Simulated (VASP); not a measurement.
# GaAs (I4/mmm) in VASP: further runs

The runs below take GaAs through vibrations by perturbation theory, with PBE.

Everything below comes from runs of VASP 6.6.1. Logs are shortened: lines on timing, memory, paths and dates and some standing lists are left out, and cuts for length are marked.

## (1) The cell of the first run

The structure is tetragonal, space group I4/mmm (No. 139). Conventional cell: a = 3.762 Å, b = 3.762 Å, c = 6.052 Å, α = 90.00°, β = 90.00°, γ = 90.00°. Within 3.5 Å of Ga (site symmetry 4/mmm) lie 6 As at 2.66 to 3.03 Å. Within 3.5 Å of As (site symmetry 4/mmm) lie 6 Ga at 2.66 to 3.03 Å.

## (2) Vibrations by perturbation theory, PBE

Input file INCAR:

```
PREC = Accurate
ENCUT = 520
EDIFF = 1E-8
ISMEAR = -1
SIGMA = 0.05
LREAL = F
LASPH = T
NELM = 80
ALGO = Normal
ISIF = 2
LWAVE = F
LCHARG = F
GGA = PE
NBANDS = 16
IBRION = 8
NSW = 1
```

Input file KPOINTS:

```
Automatic mesh
0
Gamma
  7 7 7
```

Input file POSCAR:

```
GaAs
1.0
   -1.8807739600      1.8807739600      3.0258508800
    1.8807739600     -1.8807739600      3.0258508800
    1.8807739600      1.8807739600     -3.0258508800
Ga As
1 1
Direct
    0.0000000000      0.0000000000      0.0000000000
    0.5000000000      0.5000000000      0.0000000000
```

Potentials or basis: VASP PAW PBE potentials, release 64 (Ga_d, As).

Run with:

```
> cat potpaw_PBE.64/Ga_d/POTCAR potpaw_PBE.64/As/POTCAR > POTCAR
> mpirun -np 1 vasp_std > vasp.out
```

OUTCAR:

```text
PREC = Accurate
   ENCUT = 520
   EDIFF = 1E-8
   ISMEAR = -1
   LREAL = F
   LASPH = T
   NELM = 80
   ISIF = 2
   GGA = PE
   IBRION = 8
   NSW = 1

 ion  position               nearest neighbor table
   1  0.000  0.000  0.000-   2 2.66   2 2.66   2 2.66   2 2.66
   2  0.500  0.500  0.000-   1 2.66   1 2.66   1 2.66   1 2.66

  LATTYP: Found a body centered tetragonal cell.
 ALAT       =     3.7615479200
 C/A-ratio  =     1.6088328233

  Lattice vectors:

 A1 = (  -1.8807739600,   1.8807739600,   3.0258508800)
 A2 = (   1.8807739600,  -1.8807739600,   3.0258508800)
 A3 = (   1.8807739600,   1.8807739600,  -3.0258508800)

Analysis of symmetry for initial positions (statically):
=====================================================================
 Subroutine PRICEL returns:
 Original cell was already a primitive cell.

 Routine SETGRP: Setting up the symmetry group for a
 body centered tetragonal supercell.

 Subroutine GETGRP returns: Found 16 space group operations
 (whereof 16 operations were pure point group operations)
 out of a pool of 16 trial point group operations.

The static configuration has the point symmetry D_4h.

Analysis of symmetry for dynamics (positions and initial velocities):
=====================================================================
 Subroutine PRICEL returns:
 Original cell was already a primitive cell.

 Routine SETGRP: Setting up the symmetry group for a
 body centered tetragonal supercell.

 Subroutine GETGRP returns: Found 16 space group operations
 (whereof 16 operations were pure point group operations)
 out of a pool of 16 trial point group operations.

The dynamic configuration has the point symmetry D_4h.

 Subroutine INISYM returns: Found 16 space group operations
 (whereof 16 operations are pure point group operations),
 and found     1 'primitive' translations

----------------------------------------------------------------------------------------

[... 616 lines left out ...]

 VOLUME and BASIS-vectors are now :
 -----------------------------------------------------------------------------
  energy-cutoff  :      520.00
  volume of cell :       42.81
      direct lattice vectors                 reciprocal lattice vectors
    -1.880773960  1.880773960  3.025850880     0.000000000  0.265848002  0.165242776
     1.880773960 -1.880773960  3.025850880     0.265848002  0.000000000  0.165242776
     1.880773960  1.880773960 -3.025850880     0.265848002  0.265848002  0.000000000

 POSITION                                       TOTAL-FORCE (eV/Angst)
 -----------------------------------------------------------------------------------
      0.00000      0.00000      0.00000        -0.000000      0.000000     -0.000000
      0.00000      0.00000      3.02585         0.000000     -0.000000      0.000000
 -----------------------------------------------------------------------------------
    total drift:                               -0.000000      0.000000      0.000000

  FREE ENERGIE OF THE ION-ELECTRON SYSTEM (eV)
  ---------------------------------------------------
  free  energy   TOTEN  =        -7.5213644734 eV

  energy  without entropy=       -7.5116251566  energy(sigma->0) =       -7.51649481

[... ionic steps 2 to 3 ...]

--------------------------------------- Ionic step        4  -------------------------------------------

------------------------ aborting loop because EDIFF is reached ----------------------------------------
[... 11 lines left out ...]
[... ionic steps 8 to 8 ...]

--------------------------------------- Ionic step        9  -------------------------------------------

 Free energy of the ion-electron system (eV)
  ---------------------------------------------------
  ---------------------------------------------------
  free energy    TOTEN  =        -0.04253698 eV

  energy without entropy =       -0.04253698

------------------------ aborting loop because EDIFF is reached ----------------------------------------

 INTERNAL STRAIN TENSOR  FOR ION    2  DIRECTION 3   (eV/Angst):
 -----------------------------------------------------------------------------
     0.00485  0.00000  0.00000
     0.00000  0.00485  0.00000
     0.00000  0.00000 -0.00675

 INTERNAL STRAIN TENSOR FOR ION    2 for displacements in x,y,z  (eV/Angst):
          X           Y           Z          XY          YZ          ZX
  --------------------------------------------------------------------------------
  x     0.00000     0.00000     0.00000     0.00000     0.00000     0.00000
  y     0.00000     0.00000     0.00000     0.00000     0.00000     0.00000
  z     0.00000     0.00000     0.00000     0.00000     0.00000     0.00000

 SECOND DERIVATIVES (NOT SYMMETRIZED)
 ------------------------------------
               1X          1Y          1Z          2X          2Y          2Z
  1X    -3.147383    0.000000    0.000000    3.147383    0.000000    0.000000
  1Y     0.000000   -3.147383    0.000000    0.000000    3.147383    0.000000
  1Z     0.000000   -0.000000    2.089312    0.000000    0.000000   -2.089312
  2X     3.114980    0.000000    0.000000   -3.114980    0.000000    0.000000
  2Y     0.000000    3.114980    0.000000    0.000000   -3.114980    0.000000
  2Z     0.000000   -0.000000   -2.093872    0.000000    0.000000    2.093872

 Eigenvectors and eigenvalues of the dynamical matrix
 ----------------------------------------------------

   1 f  =    4.603686 THz    28.925811 2PiTHz  153.562429 cm-1    19.039306 meV
             X         Y         Z           dx          dy          dz
      0.000000  0.000000  0.000000     0.373641   -0.617209    0.000000
      0.000000  0.000000  3.025851    -0.358584    0.592337    0.000000
[... 21 lines left out ...]
   6 f/i=    3.762182 THz    23.638486 2PiTHz  125.492881 cm-1    15.559127 meV
             X         Y         Z           dx          dy          dz
      0.000000  0.000000  0.000000     0.000000   -0.000000   -0.719324
      0.000000  0.000000  3.025851     0.000000    0.000000    0.694675

--------------------------------------------------------------------------------------------------------

 ELASTIC MODULI CONTR FROM IONIC RELAXATION (kBar)
 Direction    XX          YY          ZZ          XY          YZ          ZX
 --------------------------------------------------------------------------------
 XX           0.0000      0.0000      0.0000      0.0000      0.0000      0.0000
 YY           0.0000      0.0000      0.0000      0.0000      0.0000      0.0000
 ZZ           0.0000      0.0000      0.0000      0.0000      0.0000      0.0000
 XY           0.0000      0.0000      0.0000      0.0000      0.0000      0.0000
 YZ           0.0000      0.0000      0.0000      0.0000      0.0000      0.0000
 ZX           0.0000      0.0000      0.0000      0.0000      0.0000      0.0000
 --------------------------------------------------------------------------------
```

stdout:

```text
POSCAR found type information on POSCAR GaAs
 POSCAR found :  2 types and       2 ions
 scaLAPACK will be used
 LDA part: xc-table for (Slater+PW92), standard interpolation
 POSCAR, INCAR and KPOINTS ok, starting setup
 FFT: planning ... GRIDC
 FFT: planning ... GRID_SOFT
 FFT: planning ... GRID
 WAVECAR not read
 entering main loop
 Linear response reoptimize wavefunctions to high precision
 Linear response DOF=           4
 Linear response progress:
 first order change of Fermi-energy  -0.22143E-03
 force on displaced ion       1 direction 1 :  -3.147   0.000  -0.000
 Linear response progress:
 first order change of Fermi-energy  -0.34683E-03
 force on displaced ion       1 direction 3 :   0.000   0.000   2.089
 Linear response progress:
 first order change of Fermi-energy   0.35097E-03
 force on displaced ion       2 direction 1 :  -3.115   0.000   0.000
 Linear response progress:
 first order change of Fermi-energy   0.56179E-03
 force on displaced ion       2 direction 3 :  -0.000  -0.000   2.094
 Linear response finished
```

It took 4.1 min on 1 thread of AMD EPYC 7R13 (Zen 3), shared host; peak memory 0.27 GiB.

What came out:

```yaml
Highest_phonon_frequency_at_Γ_LO-TO_splitting_left_out: 154 cm⁻¹
Most_unstable_mode: 125i cm⁻¹
```

Phonon frequencies in cm⁻¹ (negative: imaginary):
```
              q point         frequencies
(0.000, 0.000, 0.000)  -125 0 0 0 154 154
```

Caveat: the cell stands under pressure or tension, which shifts response properties; some modes are imaginary.

## (3) Vibrations by perturbation theory, PBE

Input file INCAR:

```
ALGO = Normal ; EDIFF = 1E-8
ENCUT = 520 ; GGA = PE
IBRION = 8 ; ISIF = 2
ISMEAR = -1 ; LASPH = True
LCHARG = True ; LREAL = False
LWAVE = False ; NBANDS = 16
NELM = 80 ; NSW = 1
PREC = Accurate ; SIGMA = 0.05
```

Input file KPOINTS:

```
k-points
0
Gamma
  10 10 10
```

POSCAR is that of step 2.

Potentials or basis: VASP PAW PBE potentials, release 64 (Ga_d, As).

Run with:

```
> cat potpaw_PBE.64/Ga_d/POTCAR potpaw_PBE.64/As/POTCAR > POTCAR
> mpirun -np 1 vasp_std > vasp.out
```

OUTCAR:

```text
EDIFF = 1E-8
   ENCUT = 520
   GGA = PE
   IBRION = 8
   ISIF = 2
   ISMEAR = -1
   LASPH = True
   LREAL = False
   NELM = 80
   NSW = 1
   PREC = Accurate

 ion  position               nearest neighbor table
   1  0.000  0.000  0.000-   2 2.66   2 2.66   2 2.66   2 2.66
   2  0.500  0.500  0.000-   1 2.66   1 2.66   1 2.66   1 2.66

  LATTYP: Found a body centered tetragonal cell.
 ALAT       =     3.7615479200
 C/A-ratio  =     1.6088328233

  Lattice vectors:

 A1 = (  -1.8807739600,   1.8807739600,   3.0258508800)
 A2 = (   1.8807739600,  -1.8807739600,   3.0258508800)
 A3 = (   1.8807739600,   1.8807739600,  -3.0258508800)

Analysis of symmetry for initial positions (statically):
=====================================================================
 Subroutine PRICEL returns:
 Original cell was already a primitive cell.

 Routine SETGRP: Setting up the symmetry group for a
 body centered tetragonal supercell.
[... 694 lines left out ...]

 INTERNAL STRAIN TENSOR  FOR ION    2  DIRECTION 3   (eV/Angst):
 -----------------------------------------------------------------------------
     0.00043  0.00000  0.00000
     0.00000  0.00043 -0.00000
     0.00000 -0.00000 -0.00258

 INTERNAL STRAIN TENSOR FOR ION    2 for displacements in x,y,z  (eV/Angst):
          X           Y           Z          XY          YZ          ZX
  --------------------------------------------------------------------------------
  x     0.00000     0.00000     0.00000     0.00000     0.00000     0.00000
  y     0.00000     0.00000     0.00000     0.00000     0.00000     0.00000
  z     0.00000     0.00000     0.00000     0.00000     0.00000     0.00000

 SECOND DERIVATIVES (NOT SYMMETRIZED)
 ------------------------------------
               1X          1Y          1Z          2X          2Y          2Z
  1X    -2.459919    0.000000    0.000000    2.459919    0.000000    0.000000
  1Y     0.000000   -2.459919    0.000000    0.000000    2.459919    0.000000
  1Z     0.000000   -0.000000    2.241313    0.000000    0.000000   -2.241313
  2X     2.427653    0.000000    0.000000   -2.427653    0.000000    0.000000
  2Y     0.000000    2.427653    0.000000    0.000000   -2.427653    0.000000
  2Z     0.000000    0.000000   -2.245771    0.000000    0.000000    2.245771

 Eigenvectors and eigenvalues of the dynamical matrix
 ----------------------------------------------------

   1 f  =    4.067197 THz    25.554950 2PiTHz  135.667078 cm-1    16.820566 meV
             X         Y         Z           dx          dy          dz
      0.000000  0.000000  0.000000     0.000000    0.721988    0.000000
      0.000000  0.000000  3.025851     0.000000   -0.691905    0.000000
[... 21 lines left out ...]
   6 f/i=    3.896450 THz    24.482119 2PiTHz  129.971589 cm-1    16.114416 meV
             X         Y         Z           dx          dy          dz
      0.000000  0.000000  0.000000     0.000000    0.000000   -0.719358
      0.000000  0.000000  3.025851     0.000000    0.000000    0.694640

--------------------------------------------------------------------------------------------------------

 ELASTIC MODULI CONTR FROM IONIC RELAXATION (kBar)
 Direction    XX          YY          ZZ          XY          YZ          ZX
 --------------------------------------------------------------------------------
 XX           0.0000      0.0000      0.0000      0.0000      0.0000      0.0000
 YY           0.0000      0.0000      0.0000      0.0000      0.0000      0.0000
 ZZ           0.0000      0.0000      0.0000      0.0000      0.0000      0.0000
 XY           0.0000      0.0000      0.0000      0.0000      0.0000      0.0000
 YZ           0.0000      0.0000      0.0000      0.0000      0.0000      0.0000
 ZX           0.0000      0.0000      0.0000      0.0000      0.0000      0.0000
 --------------------------------------------------------------------------------
```

Wall time 11 min (1 thread of Intel Xeon Platinum 8259CL at 2.50GHz (Skylake/Cascade Lake), shared host); peak memory 0.51 GiB.

Results:

```yaml
Highest_phonon_frequency_at_Γ_LO-TO_splitting_left_out: 136 cm⁻¹
Most_unstable_mode: 130i cm⁻¹
```

Phonon frequencies in cm⁻¹ (negative: imaginary):
| q point | frequencies |
| --- | --- |
| (0.000, 0.000, 0.000) | -130 0 0 0 136 136 |

Caveat: the cell stands under pressure or tension, which shifts response properties; some modes are imaginary.
